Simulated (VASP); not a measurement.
# GaS (P6_3/mmc) in VASP: single point with r2SCAN

Aim: the single point of GaS with r2SCAN.

Program: VASP 6.6.1. These are calculated values, not measurements. Logs are shortened: lines on timing, memory, paths and dates and some standing lists are left out, and cuts for length are marked.

**What was measured.**

“Vapor-liquid-solid growth of highly-mismatched semiconductor nanowires with high-fidelity van der Waals layer stacking”, 2022, arxiv:2211.03366 quotes, for a bulk crystal of GaS at 300 K: band gap 2.53 eV (indirect).

The results are compared with them further down.

### 1 The cell of the first run

Symmetry: P6_3/mmc, No. 194, hexagonal system. Conventional cell: a = 3.580 Å, b = 3.580 Å, c = 15.563 Å, α = 90.00°, β = 90.00°, γ = 120.00°. Ga (site symmetry 3m) has 3 S at 2.33 Å and 1 Ga at 2.44 Å within 3.1 Å. Within 3.1 Å of S (site symmetry 3m) lie 3 Ga at 2.33 Å.

### 2 Single point, r2SCAN

File POSCAR:

```
GaS
1.0
    3.5795059763      0.0000000000      0.0000000000
   -1.7897529881      3.0999431085      0.0000000000
    0.0000000000      0.0000000000     15.5631239990
Ga S
4 4
Direct
    0.3333333333      0.6666666667      0.1716952307
    0.6666666667      0.3333333333      0.6716952307
    0.3333333333      0.6666666667      0.3283047693
    0.6666666667      0.3333333333      0.8283047693
    0.3333333333      0.6666666667      0.6028569193
    0.6666666667      0.3333333333      0.1028569193
    0.3333333333      0.6666666667      0.8971430807
    0.6666666667      0.3333333333      0.3971430807
```

File INCAR.step1:

```
PREC = Accurate ; ENCUT = 550
ISMEAR = 0 ; SIGMA = 0.01
LREAL = F ; LASPH = T
NELM = 120 ; NBANDS = 48
GGA = PE ; ALGO = Normal
EDIFF = 1E-5 ; LWAVE = T
LCHARG = F ; GGA_COMPAT = F
```

File INCAR.step2:

```
PREC = Accurate ; ENCUT = 550
EDIFF = 1E-6 ; ISMEAR = 0
SIGMA = 0.01 ; LREAL = F
LASPH = T ; NELM = 120
ALGO = Normal ; ISIF = 2
LWAVE = F ; LCHARG = F
METAGGA = R2SCAN ; LMIXTAU = T
NBANDS = 48 ; ISTART = 1
GGA_COMPAT = F
```

File KPOINTS:

```
Automatic mesh
0
Gamma
  12 12 2
```

Potentials or basis: VASP PAW PBE potentials, release 64 (Ga_d, S).

Started as:

```sh
$ cat potpaw_PBE.64/Ga_d/POTCAR potpaw_PBE.64/S/POTCAR > POTCAR
$ cp INCAR.step1 INCAR
$ mpirun -np 1 vasp_std > vasp.out
$ cp INCAR.step2 INCAR
$ mpirun -np 1 vasp_std > vasp.out
```

OUTCAR:

```text
PREC = Accurate
   ENCUT = 550
   EDIFF = 1E-6
   ISMEAR = 0
   LREAL = F
   LASPH = T
   NELM = 120
   ISIF = 2
   METAGGA = R2SCAN
   ISTART = 1

 ion  position               nearest neighbor table
   1  0.333  0.667  0.172-   6 2.33   6 2.33   6 2.33   3 2.44
   2  0.667  0.333  0.672-   5 2.33   5 2.33   5 2.33   4 2.44
   3  0.333  0.667  0.328-   8 2.33   8 2.33   8 2.33   1 2.44
   4  0.667  0.333  0.828-   7 2.33   7 2.33   7 2.33   2 2.44
   5  0.333  0.667  0.603-   2 2.33   2 2.33   2 2.33
   6  0.667  0.333  0.103-   1 2.33   1 2.33   1 2.33
   7  0.333  0.667  0.897-   4 2.33   4 2.33   4 2.33
   8  0.667  0.333  0.397-   3 2.33   3 2.33   3 2.33

  LATTYP: Found a hexagonal cell.
 ALAT       =     3.5795059763
 C/A-ratio  =     4.3478413228

  Lattice vectors:

 A1 = (   3.5795059763,   0.0000000000,   0.0000000000)
 A2 = (  -1.7897529881,   3.0999431085,   0.0000000000)
 A3 = (   0.0000000000,   0.0000000000,  15.5631239990)

Analysis of symmetry for initial positions (statically):
=====================================================================
 Subroutine PRICEL returns:
 Original cell was already a primitive cell.

 Routine SETGRP: Setting up the symmetry group for a
 hexagonal supercell.

 Subroutine GETGRP returns: Found 24 space group operations
 (whereof 12 operations were pure point group operations)
 out of a pool of 24 trial point group operations.

The static configuration has the point symmetry D_3d.
 The point group associated with its full space group is D_6h.

Analysis of symmetry for dynamics (positions and initial velocities):
=====================================================================
 Subroutine PRICEL returns:
 Original cell was already a primitive cell.

 Routine SETGRP: Setting up the symmetry group for a
 hexagonal supercell.

 Subroutine GETGRP returns: Found 24 space group operations
 (whereof 12 operations were pure point group operations)
 out of a pool of 24 trial point group operations.

The dynamic configuration has the point symmetry D_3d.
 The point group associated with its full space group is D_6h.

 Subroutine INISYM returns: Found 24 space group operations
 (whereof 12 operations are pure point group operations),
 and found     1 'primitive' translations

----------------------------------------------------------------------------------------

                                     Primitive cell

  volume of cell :     172.6925

  direct lattice vectors                    reciprocal lattice vectors
     3.579505976  0.000000000  0.000000000     0.279368160  0.161293283  0.000000000
    -1.789752988  3.099943109  0.000000000     0.000000000  0.322586565  0.000000000
     0.000000000  0.000000000 15.563123999     0.000000000  0.000000000  0.064254452

  length of vectors
     3.579505976  3.579505976 15.563123999     0.322586565  0.322586565  0.064254452

  position of ions in fractional coordinates (direct lattice)
     0.333333333  0.666666667  0.171695231
     0.666666667  0.333333333  0.671695231
     0.333333333  0.666666667  0.328304769
     0.666666667  0.333333333  0.828304769
     0.333333333  0.666666667  0.602856919
     0.666666667  0.333333333  0.102856919
     0.333333333  0.666666667  0.897143081
     0.666666667  0.333333333  0.397143081

  ion indices of the primitive-cell ions
   primitive index   ion index
                 1           1
                 2           2
                 3           3
                 4           4
                 5           5
                 6           6
                 7           7
                 8           8

----------------------------------------------------------------------------------------

 KPOINTS: Automatic mesh

Automatic generation of k-mesh.
 Grid dimensions read from file:
 generate k-points for:   12   12    2

 Generating k-lattice:

  Cartesian coordinates                     Fractional coordinates (reciprocal lattice)
     0.023280680  0.013441107  0.000000000     0.083333333  0.000000000  0.000000000
     0.000000000  0.026882214  0.000000000     0.000000000  0.083333333  0.000000000
     0.000000000  0.000000000  0.032127226     0.000000000  0.000000000  0.500000000

  Length of vectors
     0.026882214  0.026882214  0.032127226

  Shift w.r.t. Gamma in fractional coordinates (k-lattice)
     0.000000000  0.000000000  0.000000000

 Subroutine IBZKPT returns following result:
 ===========================================

 Found     38 irreducible k-points:

 Following reciprocal coordinates:
            Coordinates               Weight
  0.000000  0.000000  0.000000      1.000000
  0.083333 -0.000000  0.000000      6.000000
  0.166667  0.000000  0.000000      6.000000
  0.250000 -0.000000  0.000000      6.000000
  0.333333  0.000000  0.000000      6.000000
  0.416667 -0.000000  0.000000      6.000000
[... 16 lines left out ...]
  0.250000 -0.000000  0.500000      6.000000
  0.333333  0.000000  0.500000      6.000000
 [... further k-points ...]
   k-points           NKPTS =     38   k-points in BZ     NKDIM =     38   number of bands    NBANDS=     48
   number of dos      NEDOS =    301   number of ions     NIONS =      8
   total plane-waves  NPLWV =  94080
   dimension x,y,z NGX =    28 NGY =   28 NGZ =  120
   dimension x,y,z NGXF=    56 NGYF=   56 NGZF=  240
   ions per type =               4   4
   NGX,Y,Z   is equivalent  to a cutoff of  13.00, 13.00, 12.82 a.u.
   NGXF,Y,Z  is equivalent  to a cutoff of  26.01, 26.01, 25.64 a.u.
 SYSTEM =  unknown system
   PREC   = accura    normal or accurate (medium, high low for compatibility)
   ISTART =      1    job   : 0-new  1-cont  2-samecut
   ICHARG =      0    charge: 1-file 2-atom 10-const
   ISPIN  =      1    spin polarized calculation?
   LNONCOLLINEAR =      F non collinear calculations
   LSORBIT =      F    spin-orbit coupling
   LASPH  =      T    aspherical Exc in radial PAW
   ENCUT  =  550.0 eV  40.42 Ry    6.36 a.u.   6.84  6.84 29.76*2*pi/ulx,y,z
   NELM   =    120;   NELMIN=  2; NELMDL=  0     # of ELM steps
   EDIFF  = 0.1E-05   stopping-criterion for ELM
   LREAL  =      F    real-space projection
   EDIFFG = 0.1E-04   stopping-criterion for IOM
   NSW    =      0    number of steps for IOM
   IBRION =     -1    ionic relax: 0-MD 1-quasi-New 2-CG
   NFREE  =      0    steps in history (QN), initial steepest desc. (CG)
   ISIF   =      2    stress and relaxation
   ISYM   =      2    0-nonsym 1-usesym 2-fastsym
   POTIM  = 0.5000    time-step for ionic-motion
   TEBEG  =    0.0;   TEEND  =   0.0 temperature during run
   PSTRESS=    0.0 pullay stress
   NELECT =      76.0000    total number of electrons
   NUPDOWN=      -1.0000    fix difference up-down
   EMIN   =  10.00;   EMAX   =-10.00  energy-range for DOS
   EFERMI =   0.00;   METHOD = LEGACY
   ISMEAR =     0;   SIGMA  =   0.01  broadening in eV -4-tet -1-fermi 0-gaus
   EFERMI_NEDOS =   21; number of points for ismear=-14 and -15
   IALGO  =     38    algorithm
   IMIX   =      4    mixing-type and parameters
     AMIX     =   0.40;   BMIX     =  1.00
     AMIX_MAG =   1.60;   BMIX_MAG =  1.00
  volume/ion in A,a.u.               =      21.59       145.67
  Fermi-wavevector in a.u.,A,eV,Ry     =   1.245245  2.353172 21.097674  1.550635
  Thomas-Fermi vector in A             =   2.379476
   LORBIT       =      0    0 simple, 1 ext, 2 COOP (PROOUT), +10 PAW based schemes
   METAGGA = R2SCAN    functional components
   LHFCALC =     F    Hartree Fock is set to
   AEXX    =    0.0000 exact exchange contribution
   IVDW    =     0    specifies the selected vdW correction
   LEPSILON=     F    determine dielectric tensor
   LRPA    =     F    only Hartree local field effects (RPA)
 non-spin polarized calculation
 Gauss-broadening in eV      SIGMA  =   0.01
  energy-cutoff  :      550.00
  volume of cell :      172.69
 maximum number of plane-waves:      5100
 NGX is ok and might be reduce to    28
   NGX = 13   NGY = 13   NGZ = 59

 number of electron      76.0000010 magnetization

 Free energy of the ion-electron system (eV)
  ---------------------------------------------------
  ext. energy  EPLUGINS =         0.00000000
  ---------------------------------------------------
  free energy    TOTEN  =       -83.99038310 eV

  energy without entropy =      -83.99038310  energy(sigma->0) =      -83.99038310

 E-fermi :   3.7926     XC(G=0): -10.1450

 val. band max:        3.6888986999   @ k =   0.0000   0.0000   0.0000
 cond. band min:       5.6050576375   @ k =   0.5000  -0.0000   0.0000
 fundamental gap:      1.9161589376
 Fermi energy:         3.7925599307

 k-point     1 :       0.0000    0.0000    0.0000
  band No.  band energies     occupation
      1     -11.7563      2.00000
      2     -11.7479      2.00000
      3     -11.5967      2.00000
      4     -11.5967      2.00000
      5     -11.5965      2.00000
      6     -11.5965      2.00000
[... 40 lines left out ...]
     47       9.9493      0.00000
     48       9.9494      0.00000

 k-point     2 :       0.0833   -0.0000    0.0000
  band No.  band energies     occupation
      1     -11.7699      2.00000
      2     -11.7591      2.00000
      3     -11.6312      2.00000
      4     -11.6214      2.00000
      5     -11.6180      2.00000
      6     -11.6113      2.00000
[... 40 lines left out ...]
     47       9.6708      0.00000
     48       9.9216      0.00000

 k-point     3 :       0.1667    0.0000    0.0000
  band No.  band energies     occupation
      1     -11.8106      2.00000
      2     -11.7961      2.00000
      3     -11.7168      2.00000
      4     -11.6966      2.00000
      5     -11.6466      2.00000
      6     -11.6433      2.00000
[... 1060 lines left out ...]
     47       9.3882      0.00000
     48       9.3882      0.00000

 k-point    24 :       0.3333    0.0000    0.5000
  band No.  band energies     occupation
      1     -11.8968      2.00000
      2     -11.8968      2.00000
      3     -11.8206      2.00000
      4     -11.8206      2.00000
      5     -11.6490      2.00000
      6     -11.6490      2.00000
[... 40 lines left out ...]
     47       9.4145      0.00000
     48       9.4145      0.00000

 [... further k-points ...]

------------------------ aborting loop because EDIFF is reached ----------------------------------------

  FORCE on cell =-STRESS in cart. coord.  units (eV):
  Direction    XX          YY          ZZ          XY          YZ          ZX
  --------------------------------------------------------------------------------------
  -------------------------------------------------------------------------------------
  Total        0.8931126      0.8931126      0.9329349      0.0000000      0.0000000      0.0000000
  in kB        8.2859673      8.2859673      8.6554236      0.0000000      0.0000000      0.0000000
  external PRESSURE =       8.4091194 kB  Pullay stress =       0.0000000 kB

 VOLUME and BASIS-vectors are now :
 -----------------------------------------------------------------------------
  energy-cutoff  :      550.00
  volume of cell :      172.69
      direct lattice vectors                 reciprocal lattice vectors
     3.579505976  0.000000000  0.000000000     0.279368160  0.161293283  0.000000000
    -1.789752988  3.099943109  0.000000000     0.000000000  0.322586565  0.000000000
     0.000000000  0.000000000 15.563123999     0.000000000  0.000000000  0.064254452

 POSITION                                       TOTAL-FORCE (eV/Angst)
 -----------------------------------------------------------------------------------
     -0.00000      2.06663      2.67211        -0.000000      0.000000      0.008994
      1.78975      1.03331     10.45368         0.000000     -0.000000      0.008994
     -0.00000      2.06663      5.10945        -0.000000      0.000000     -0.008994
      1.78975      1.03331     12.89101         0.000000     -0.000000     -0.008994
     -0.00000      2.06663      9.38234         0.000000      0.000000      0.020740
      1.78975      1.03331      1.60077        -0.000000      0.000000      0.020740
     -0.00000      2.06663     13.96235         0.000000      0.000000     -0.020740
      1.78975      1.03331      6.18079        -0.000000      0.000000     -0.020740
 -----------------------------------------------------------------------------------
    total drift:                               -0.000000      0.000000      0.000000

  FREE ENERGIE OF THE ION-ELECTRON SYSTEM (eV)
  ---------------------------------------------------
  free  energy   TOTEN  =       -83.9903830972 eV

  energy  without entropy=      -83.9903830972  energy(sigma->0) =      -83.99038310
```

It took 14 min on 1 thread of Intel Xeon 6975P-C (Granite Rapids), shared host; peak memory 0.48 GiB.

Results:

```yaml
Free_energy: -83.9904 eV
Pressure: 0.8 GPa
Largest_force: 0.021 eV/Å
Band_gap_on_the_k_mesh: 1.92 eV (least direct gap 2.26 eV)
```

Forces in eV/Å, atoms in the order of the input:
```
Ga   0.000  0.000  0.009
Ga   0.000  0.000  0.009
Ga   0.000  0.000 -0.009
Ga   0.000  0.000 -0.009
S    0.000  0.000  0.021
S    0.000  0.000  0.021
S    0.000  0.000 -0.021
S    0.000  0.000 -0.021
```

Caveat: the PAW data sets were made with another functional, which shifts forces and pressure a little.

### 3 Comparison with measurements

Step 2. A measured gap of GaS is 2.53 eV (indirect; 300 K; quoted in “Vapor-liquid-solid growth of highly-mismatched semiconductor nanowires with high-fidelity van der Waals layer stacking”, 2022, arxiv:2211.03366); the calculated 1.92 eV misses it by -0.61 eV. 2 values of this kind are on record (2.53 to 2.59 eV); this one was drawn at random. Spin-orbit coupling on Ga is left out. The value is that of r2SCAN on a finite k mesh, which can miss the band edges, without temperature or zero-point motion.
